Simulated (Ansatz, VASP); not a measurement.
Two plane-wave programs on Hf2MgO

The input INCAR:

```
SYSTEM = Hf2MgO
PREC     = Accurate       ! precision mode
ENCUT    = 600            ! plane-wave cutoff, eV
EDIFF    = 1E-7           ! SCF threshold, eV
ISMEAR   = 0              ! smearing method
SIGMA    = 0.1            ! smearing width, eV
LREAL    = .FALSE.        ! projectors in reciprocal space
LASPH    = .TRUE.         ! aspherical terms in the spheres
NELM     = 120            ! most SCF steps
ALGO     = Normal         ! electronic algorithm
ISIF     = 3              ! what is computed and relaxed
LWAVE    = .FALSE.        ! write WAVECAR
LCHARG   = .FALSE.        ! write CHGCAR
GGA      = PE             ! functional
IBRION   = 2              ! ionic algorithm
NSW      = 100            ! ionic steps
EDIFFG   = -0.01          ! ionic threshold
GGA_COMPAT= .FALSE.      
NELMIN   = 4
```

The input KPOINTS:

```
regular mesh
0
G
  10 10 12
  0 0 0
```

The input POSCAR:

```
Hf2MgO
1.0
    4.4377445903      0.0000000000      0.0000000000
    0.0000000000      4.4377445903      0.0000000000
    0.0000000000      0.0000000000      4.1070173270
Mg Hf O
1 2 1
Direct
    0.0000000000      0.0000000000      0.5000000000
    0.5000000000      0.0000000000      0.0000000000
    0.0000000000      0.5000000000      0.0000000000
    0.0000000000      0.0000000000      0.0000000000
```

Input for Ansatz:

```yaml
crystal:
  lattice:
    - [4.4377445903, 0.0, 0.0]
    - [0.0, 4.4377445903, 0.0]
    - [0.0, 0.0, 4.107017327]
  atoms:
    - { symbol: Mg, position: [0.0, 0.0, 0.5] }
    - { symbol: Hf, position: [0.5, 0.0, 0.0] }
    - { symbol: Hf, position: [0.0, 0.5, 0.0] }
    - { symbol: O, position: [0.0, 0.0, 0.0] }
basis:
  ecutwfc: 420
kpoints:
  mp_grid: { grid: [10, 10, 12] }
hamiltonian:
  xc: pbe
scf:
  occupations: { method: gaussian, width: 0.1 }
output:
  forces: true
  stress: true
  eigenvalues: true
relax:
  adjacent_minimum: "off"
  f_tol: 0.01
  max_steps: 80
  cell: { stress_tol: 0.05 }
```

Alike in both runs: task relaxation of cell and atoms; functional PBE; k mesh 10 × 10 × 12; occupations gaussian, width 0.1 eV; no spin polarisation.

|  | VASP | Ansatz |
| --- | --- | --- |
| version | VASP 6.6.1 | Ansatz 0.2.0 |
| potentials or method | VASP PAW PBE potentials, release 64 (Mg, Hf_pv, O), cutoff 600 eV | scalar-relativistic, plane waves, PAW |
| valence electrons in the cell | 28 | 68 |

|  | VASP | Ansatz | Ansatz less VASP |
| --- | --- | --- | --- |
| gap on the k mesh at the Fermi level, each at its own relaxed structure (eV) | none | none | - |
| relaxed volume (Å³/atom) | 20.13 | 20.26 | +0.130 |
| relaxed length of the cell vector where the two differ most in proportion (Å) | 4.405 | 4.429 | +0.0237 |

A gap of «none» marks a metal or a gap that the smearing closes. VASP's potentials hold 28 valence electrons a cell and Ansatz's 68, so a difference there can come from the potentials and not from the codes.

Neither program's run includes spin-orbit coupling.
